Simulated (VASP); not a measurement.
# Na: single point with LDA

Crystal: Na.

```xyz
1
Lattice="0.0000 2.2141 2.2141 2.2141 0.0000 2.2141 2.2141 2.2141 0.0000" Properties=species:S:1:pos:R:3 pbc="T T T"
Na    0.0000    0.0000    0.0000
```

This cell differs from its parent crystal: volume scaled by 0.65.

```json
{
  "Program": "VASP 6.6.1",
  "Task": "single point",
  "Functional": "LDA",
  "Potentials or basis": "VASP PAW LDA potentials, release 64 (Na_pv)",
  "Cutoff": "520 eV",
  "k mesh": "13 × 13 × 13",
  "Occupations": "fermi-dirac, width 0.05 eV",
  "Spin": "no spin polarisation",
  "Dipole correction": "no",
  "Further INCAR settings": "ALGO = Normal; EDIFF = 1e-06; NBANDS = 10"
}
```

| Item | Value |
| --- | --- |
| Pressure | 8.7 GPa |

Levels at points of the mesh, in eV from the Fermi level:
| k point | band 1 | band 2 | band 3 | band 4 | band 5 | band 6 | band 7 | band 8 | band 9 |
| --- | --- | --- | --- | --- | --- | --- | --- | --- | --- |
| (0.00, 0.00, 0.00) | -24.80 | -24.80 | -24.80 | -4.65 | 14.54 | 14.54 | 14.54 | 16.40 | 18.15 |

Wall time 4.8 s on 1 thread of Intel(R) Xeon(R) 6975P-C (Granite Rapids) (shared host), peak memory 0.12 GiB.
